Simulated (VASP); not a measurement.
# TiO2 (P3_121) in VASP: settings compared

TiO2 is run at these levels: PBEsol+D3(BJ), BLYP, PBEsol; tasks: single point.

All numbers are computed with VASP 6.6.1; they aren't measurements. Logs are shortened: lines on timing, memory, paths and dates and some standing lists are left out, and cuts for length are marked.

**1. The cell of the first run**

Symmetry: P3_121, No. 152, trigonal system. The conventional cell has a = 5.376 Å, b = 5.376 Å, c = 5.854 Å, α = 90.00°, β = 90.00°, γ = 120.00°. Ti (site symmetry 2) has 4 O at 1.80 to 1.81 Å within 2.4 Å. O (site symmetry 1) has 2 Ti at 1.80 to 1.81 Å within 2.4 Å.

**2. Single point, PBEsol+D3(BJ)**

Input file INCAR:

```
SYSTEM = TiO2
  ALGO = Normal
  EDIFF = 1E-6
  ENCUT = 520
  GGA = PS
  ISIF = 2
  ISMEAR = -1
  IVDW = 12
  LASPH = .TRUE.
  LCHARG = .FALSE.
  LREAL = .FALSE.
  LWAVE = .FALSE.
  NBANDS = 46
  NELM = 100
  PREC = Accurate
  SIGMA = 0.05
```

Input file KPOINTS:

```
k-points
0
G
  6 6 5
  0 0 0
```

Input file POSCAR:

```
TiO2
1.0
    5.3755112165      0.0000000000      0.0000000000
   -2.6877556083      4.6553292718      0.0000000000
    0.0000000000      0.0000000000      5.8539886792
Ti O
3 6
Direct
    0.4510639418      0.0000000000      0.3333333333
    0.0000000000      0.4510639418      0.6666666667
    0.5489360582      0.5489360582      0.0000000000
    0.5898694417      0.8848238362      0.1003851734
    0.7050456055      0.1151761638      0.5662814933
    0.2949543945      0.4101305583      0.7670518401
    0.8848238362      0.5898694417      0.8996148266
    0.1151761638      0.7050456055      0.4337185067
    0.4101305583      0.2949543945      0.2329481599
```

Potentials or basis: VASP PAW PBE potentials, release 64 (Ti_sv, O).

Launch:

```bash
> cat potpaw_PBE.64/Ti_sv/POTCAR potpaw_PBE.64/O/POTCAR > POTCAR
> mpirun -np 1 vasp_std > vasp.out
```

OUTCAR:

```text
SYSTEM = TiO2
   EDIFF = 1E-6
   ENCUT = 520
   GGA = PS
   ISIF = 2
   ISMEAR = -1
   IVDW = 12
   LASPH = .TRUE.
   LREAL = .FALSE.
   NELM = 100
   PREC = Accurate
 IVDW          = 12

 ion  position               nearest neighbor table
   1  0.451  0.000  0.333-   8 1.80   9 1.80   4 1.81   5 1.81
   2  0.000  0.451  0.667-   5 1.80   6 1.80   7 1.81   8 1.81
   3  0.549  0.549  0.000-   7 1.80   4 1.80   6 1.81   9 1.81
   4  0.590  0.885  0.100-   3 1.80   1 1.81
   5  0.705  0.115  0.566-   2 1.80   1 1.81
   6  0.295  0.410  0.767-   2 1.80   3 1.81
   7  0.885  0.590  0.900-   3 1.80   2 1.81
   8  0.115  0.705  0.434-   1 1.80   2 1.81
   9  0.410  0.295  0.233-   1 1.80   3 1.81

  LATTYP: Found a hexagonal cell.
 ALAT       =     5.3755112165
 C/A-ratio  =     1.0890105970

  Lattice vectors:

 A1 = (   5.3755112165,   0.0000000000,   0.0000000000)
 A2 = (  -2.6877556083,   4.6553292718,   0.0000000000)
 A3 = (   0.0000000000,   0.0000000000,   5.8539886792)

Analysis of symmetry for initial positions (statically):
=====================================================================
 Subroutine PRICEL returns:
 Original cell was already a primitive cell.

 Routine SETGRP: Setting up the symmetry group for a
 hexagonal supercell.

 Subroutine GETGRP returns: Found  6 space group operations
 (whereof  2 operations were pure point group operations)
 out of a pool of 24 trial point group operations.

The static configuration has the point symmetry C_2 .
 The point group associated with its full space group is D_3 .

Analysis of symmetry for dynamics (positions and initial velocities):
=====================================================================
 Subroutine PRICEL returns:
 Original cell was already a primitive cell.

 Routine SETGRP: Setting up the symmetry group for a
 hexagonal supercell.

 Subroutine GETGRP returns: Found  6 space group operations
 (whereof  2 operations were pure point group operations)
 out of a pool of 24 trial point group operations.

The dynamic configuration has the point symmetry C_2 .
 The point group associated with its full space group is D_3 .

 Subroutine INISYM returns: Found  6 space group operations
 (whereof  2 operations are pure point group operations),
 and found     1 'primitive' translations

----------------------------------------------------------------------------------------

                                     Primitive cell

  volume of cell :     146.4947

  direct lattice vectors                    reciprocal lattice vectors
     5.375511216  0.000000000  0.000000000     0.186028818  0.107403788  0.000000000
    -2.687755608  4.655329272  0.000000000     0.000000000  0.214807577  0.000000000
     0.000000000  0.000000000  5.853988679     0.000000000  0.000000000  0.170823699

  length of vectors
     5.375511216  5.375511217  5.853988679     0.214807577  0.214807577  0.170823699

  position of ions in fractional coordinates (direct lattice)
     0.451063942  0.000000000  0.333333333
     0.000000000  0.451063942  0.666666667
     0.548936058  0.548936058  0.000000000
     0.589869442  0.884823836  0.100385173
     0.705045605  0.115176164  0.566281493
     0.294954395  0.410130558  0.767051840
     0.884823836  0.589869442  0.899614827
     0.115176164  0.705045605  0.433718507
     0.410130558  0.294954395  0.232948160

  ion indices of the primitive-cell ions
   primitive index   ion index
                 1           1
                 2           2
                 3           3
                 4           4
                 5           5
                 6           6
                 7           7
                 8           8
                 9           9

----------------------------------------------------------------------------------------

 KPOINTS: k-points

Automatic generation of k-mesh.
 Grid dimensions read from file:
 generate k-points for:    6    6    5

 Generating k-lattice:

  Cartesian coordinates                     Fractional coordinates (reciprocal lattice)
     0.031004803  0.017900631  0.000000000     0.166666667 -0.000000000  0.000000000
     0.000000000  0.035801263  0.000000000     0.000000000  0.166666667  0.000000000
     0.000000000  0.000000000  0.034164740     0.000000000  0.000000000  0.200000000

  Length of vectors
     0.035801263  0.035801263  0.034164740

  Shift w.r.t. Gamma in fractional coordinates (k-lattice)
     0.000000000  0.000000000  0.000000000

 Subroutine IBZKPT returns following result:
 ===========================================

 Found     27 irreducible k-points:

 Following reciprocal coordinates:
            Coordinates               Weight
  0.000000  0.000000  0.000000      1.000000
  0.166667 -0.000000  0.000000      6.000000
  0.333333 -0.000000  0.000000      6.000000
  0.500000 -0.000000  0.000000      3.000000
  0.166667  0.166667  0.000000      6.000000
  0.333333  0.166667  0.000000     12.000000
[... 16 lines left out ...]
  0.500000 -0.000000  0.400000      6.000000
  0.166667  0.166667  0.400000     12.000000
 [... further k-points ...]
   k-points           NKPTS =     27   k-points in BZ     NKDIM =     27   number of bands    NBANDS=     46
   number of dos      NEDOS =    301   number of ions     NIONS =      9
   total plane-waves  NPLWV =  76800
   dimension x,y,z NGX =    40 NGY =   40 NGZ =   48
   dimension x,y,z NGXF=    80 NGYF=   80 NGZF=   96
   ions per type =               3   6
   NGX,Y,Z   is equivalent  to a cutoff of  12.37, 12.37, 13.63 a.u.
   NGXF,Y,Z  is equivalent  to a cutoff of  24.74, 24.74, 27.26 a.u.
 SYSTEM =  TiO2
   PREC   = accura    normal or accurate (medium, high low for compatibility)
   ISTART =      0    job   : 0-new  1-cont  2-samecut
   ICHARG =      2    charge: 1-file 2-atom 10-const
   ISPIN  =      1    spin polarized calculation?
   LNONCOLLINEAR =      F non collinear calculations
   LSORBIT =      F    spin-orbit coupling
   LASPH  =      T    aspherical Exc in radial PAW
   ENCUT  =  520.0 eV  38.22 Ry    6.18 a.u.   9.99  9.99 10.88*2*pi/ulx,y,z
   NELM   =    100;   NELMIN=  2; NELMDL= -5     # of ELM steps
   EDIFF  = 0.1E-05   stopping-criterion for ELM
   LREAL  =      F    real-space projection
   EDIFFG = 0.1E-04   stopping-criterion for IOM
   NSW    =      0    number of steps for IOM
   IBRION =     -1    ionic relax: 0-MD 1-quasi-New 2-CG
   NFREE  =      0    steps in history (QN), initial steepest desc. (CG)
   ISIF   =      2    stress and relaxation
   ISYM   =      2    0-nonsym 1-usesym 2-fastsym
   POTIM  = 0.5000    time-step for ionic-motion
   TEBEG  =    0.0;   TEEND  =   0.0 temperature during run
   PSTRESS=    0.0 pullay stress
   NELECT =      72.0000    total number of electrons
   NUPDOWN=      -1.0000    fix difference up-down
   EMIN   =  10.00;   EMAX   =-10.00  energy-range for DOS
   EFERMI =   0.00;   METHOD = LEGACY
   ISMEAR =    -1;   SIGMA  =   0.05  broadening in eV -4-tet -1-fermi 0-gaus
   EFERMI_NEDOS =   21; number of points for ismear=-14 and -15
   IALGO  =     38    algorithm
   IMIX   =      4    mixing-type and parameters
     AMIX     =   0.40;   BMIX     =  1.00
     AMIX_MAG =   1.60;   BMIX_MAG =  1.00
  volume/ion in A,a.u.               =      16.28       109.84
  Fermi-wavevector in a.u.,A,eV,Ry     =   1.291948  2.441427 22.709882  1.669129
  Thomas-Fermi vector in A             =   2.423686
   LORBIT       =      0    0 simple, 1 ext, 2 COOP (PROOUT), +10 PAW based schemes
   GGA     = PS    functional components
   LHFCALC =     F    Hartree Fock is set to
   AEXX    =    0.0000 exact exchange contribution
   IVDW    =    12    specifies the selected vdW correction
   LEPSILON=     F    determine dielectric tensor
   LRPA    =     F    only Hartree local field effects (RPA)
 non-spin polarized calculation
  energy-cutoff  :      520.00
  volume of cell :      146.49
 maximum number of plane-waves:      3960
   NGX = 19   NGY = 19   NGZ = 21

 number of electron      71.9999997 magnetization

 Free energy of the ion-electron system (eV)
  ---------------------------------------------------
  ext. energy  EPLUGINS =         0.00000000
  ---------------------------------------------------
  free energy    TOTEN  =       -83.07037591 eV

  energy without entropy =      -83.07037591  energy(sigma->0) =      -83.07037591

 E-fermi :   0.7111     XC(G=0):  -8.8306

 val. band max:       -0.3889938260   @ k =   0.5000  -0.0000   0.0000
 cond. band min:       3.2843867338   @ k =   0.0000   0.0000   0.4000
 fundamental gap:      3.6733805598
 Fermi energy:         0.7110608115

 k-point     1 :       0.0000    0.0000    0.0000
  band No.  band energies     occupation
      1     -55.3360      2.00000
      2     -55.3171      2.00000
      3     -55.3171      2.00000
      4     -31.9322      2.00000
      5     -31.8999      2.00000
      6     -31.8999      2.00000
[... 38 lines left out ...]
     45       5.3308      0.00000
     46       5.8148      0.00000

 k-point     2 :       0.1667   -0.0000    0.0000
  band No.  band energies     occupation
      1     -55.3349      2.00000
      2     -55.3182      2.00000
      3     -55.3171      2.00000
      4     -31.9322      2.00000
      5     -31.9062      2.00000
      6     -31.9042      2.00000
[... 38 lines left out ...]
     45       5.5831      0.00000
     46       5.8348      0.00000

 k-point     3 :       0.3333   -0.0000    0.0000
  band No.  band energies     occupation
      1     -55.3320      2.00000
      2     -55.3211      2.00000
      3     -55.3171      2.00000
      4     -31.9318      2.00000
      5     -31.9163      2.00000
      6     -31.9092      2.00000
[... 1018 lines left out ...]
     45       5.7862      0.00000
     46       5.8603      0.00000

 k-point    24 :       0.1667    0.1667    0.4000
  band No.  band energies     occupation
      1     -55.3303      2.00000
      2     -55.3258      2.00000
      3     -55.3142      2.00000
      4     -31.9295      2.00000
      5     -31.9175      2.00000
      6     -31.9073      2.00000
[... 38 lines left out ...]
     45       5.4600      0.00000
     46       6.2190      0.00000

 [... further k-points ...]

------------------------ aborting loop because EDIFF is reached ----------------------------------------

 Edisp (eV)   -1.22618

 E8    (eV) :    -0.7701

  FORCE on cell =-STRESS in cart. coord.  units (eV):
  Direction    XX          YY          ZZ          XY          YZ          ZX
  --------------------------------------------------------------------------------------
  -------------------------------------------------------------------------------------
  Total       0.52347     0.52347     0.53418    -0.00000    -0.00000     0.00000
  in kB       5.72511     5.72511     5.84224    -0.00000    -0.00000     0.00000
  external pressure =        5.76 kB  Pullay stress =        0.00 kB

 VOLUME and BASIS-vectors are now :
 -----------------------------------------------------------------------------
  energy-cutoff  :      520.00
  volume of cell :      146.49
      direct lattice vectors                 reciprocal lattice vectors
     5.375511216  0.000000000  0.000000000     0.186028818  0.107403788  0.000000000
    -2.687755608  4.655329272  0.000000000     0.000000000  0.214807577  0.000000000
     0.000000000  0.000000000  5.853988679     0.000000000  0.000000000  0.170823699

 POSITION                                       TOTAL-FORCE (eV/Angst)
 -----------------------------------------------------------------------------------
      2.42470      0.00000      1.95133        -0.010106      0.000000     -0.000000
     -1.21235      2.09985      3.90266         0.005053     -0.008752     -0.000000
      1.47541      2.55548      0.00000         0.005053      0.008752     -0.000000
      0.79266      4.11915      0.58765         0.015535      0.046973     -0.033162
      3.48042      0.53618      3.31501         0.015535     -0.046973      0.033162
      0.48320      1.90929      4.49031         0.032912     -0.036941     -0.033162
      3.17096      2.74604      5.26634         0.032912      0.036941      0.033162
     -1.27586      3.28222      2.53898        -0.048448     -0.010032     -0.033162
      1.41190      1.37311      1.36368        -0.048448      0.010032      0.033162
 -----------------------------------------------------------------------------------
    total drift:                                0.000003      0.000003     -0.000000

  FREE ENERGIE OF THE ION-ELECTRON SYSTEM (eV)
  ---------------------------------------------------
  free  energy   TOTEN  =       -84.2965543019 eV

  energy  without entropy=      -84.2965543018  energy(sigma->0) =      -84.29655430
```

Wall time 6.2 min (1 thread of AMD EPYC 7R13, shared host); peak memory 0.3 GiB.

Results:

```yaml
Free_energy: -84.2966 eV
Pressure: 0.6 GPa
Largest_force: 0.060 eV/Å
Band_gap_on_the_k_mesh: 3.67 eV (least direct gap 3.76 eV)
Dispersion_energy_per_atom: -0.136 eV
```

Forces on the atoms (eV/Å):
```
Ti  -0.010  0.000  0.000
Ti   0.005 -0.009  0.000
Ti   0.005  0.009  0.000
O    0.016  0.047 -0.033
O    0.016 -0.047  0.033
O    0.033 -0.037 -0.033
O    0.033  0.037  0.033
O   -0.048 -0.010 -0.033
O   -0.048  0.010  0.033
```

Caveat: the PAW data sets were made with another functional, which shifts forces and pressure a little. A k mesh can miss the band edges.

**3. Single point, BLYP**

This run uses another cell than the first one, of 18.24 Å³/atom.

Input file INCAR:

```
SYSTEM = TiO2
AGGAC    = 1.0          
AGGAX    = 1.0          
ALDAC    = 0.0          
ALDAX    = 1.0          
ALGO     = Normal         ! electronic algorithm
EDIFF    = 1E-7           ! SCF threshold, eV
ENCUT    = 520            ! plane-wave cutoff, eV
GGA      = B5             ! functional
ISIF     = 2              ! what is computed and relaxed
ISMEAR   = -1             ! smearing method
LASPH    = .True.         ! aspherical terms in the spheres
LCHARG   = .False.        ! write CHGCAR
LREAL    = .False.        ! projectors in reciprocal space
LWAVE    = .False.        ! write WAVECAR
NBANDS   = 46             ! bands
NELM     = 60             ! most SCF steps
PREC     = Accurate       ! precision mode
SIGMA    = 0.05           ! smearing width, eV
```

Input file KPOINTS:

```
k-points
0
Gamma
  6 6 5
  0 0 0
```

Input file POSCAR:

```
TiO2
1.0
    5.5822227355      0.0000000000      0.0000000000
   -2.7911113678      4.8343466985      0.0000000000
    0.0000000000      0.0000000000      6.0824678800
Ti O
3 6
Direct
    0.4669367500      0.0000000000      0.3333333333
    0.0000000000      0.4669367500      0.6666666667
    0.5330632500      0.5330632500      0.0000000000
    0.5810657200      0.8514331800      0.1206639333
    0.7296325400      0.1485668200      0.5460027333
    0.2703674600      0.4189342800      0.7873306000
    0.8514331800      0.5810657200      0.8793360667
    0.1485668200      0.7296325400      0.4539972667
    0.4189342800      0.2703674600      0.2126694000
```

Potentials or basis: VASP PAW PBE potentials, release 64 (Ti_sv, O).

Launch:

```bash
> cat potpaw_PBE.64/Ti_sv/POTCAR potpaw_PBE.64/O/POTCAR > POTCAR
> mpirun -np 1 vasp_std > vasp.out
```

It took 9.8 min on 1 thread of Intel Xeon 8259CL, shared host; peak memory 0.35 GiB.

The run converged. Its results:

```yaml
Free_energy: -77.6606 eV
Pressure: 4.6 GPa
Largest_force: 0.254 eV/Å
Band_gap_on_the_k_mesh: 3.59 eV (least direct gap 3.60 eV)
```

Forces in eV/Å, atoms in the order of the input:
```
Ti  -0.028  0.000  0.000
Ti   0.014 -0.024  0.000
Ti   0.014  0.024  0.000
O    0.107  0.192 -0.127
O    0.107 -0.192  0.127
O    0.112 -0.189 -0.127
O    0.112  0.189  0.127
O   -0.220 -0.003 -0.127
O   -0.220  0.003  0.127
```

Stress tensor (GPa, compression positive):
```
4.56 0.00 0.00
0.00 4.56 0.00
0.00 0.00 4.64
```

Levels at points of the mesh, in eV from the valence-band top:
```tsv
k point	band 34	band 35	band 36	band 37	band 38	band 39
(0.00, 0.00, 0.00)	-0.29	-0.28	-0.28	3.61	4.16	4.16
(0.50, 0.00, 0.00)	-0.76	-0.16	0.00	3.83	3.83	4.14
```

Caveat: the cell stands under pressure; the PAW data sets were made with another functional, which shifts forces and pressure a little.

[end of part 1 of 2]
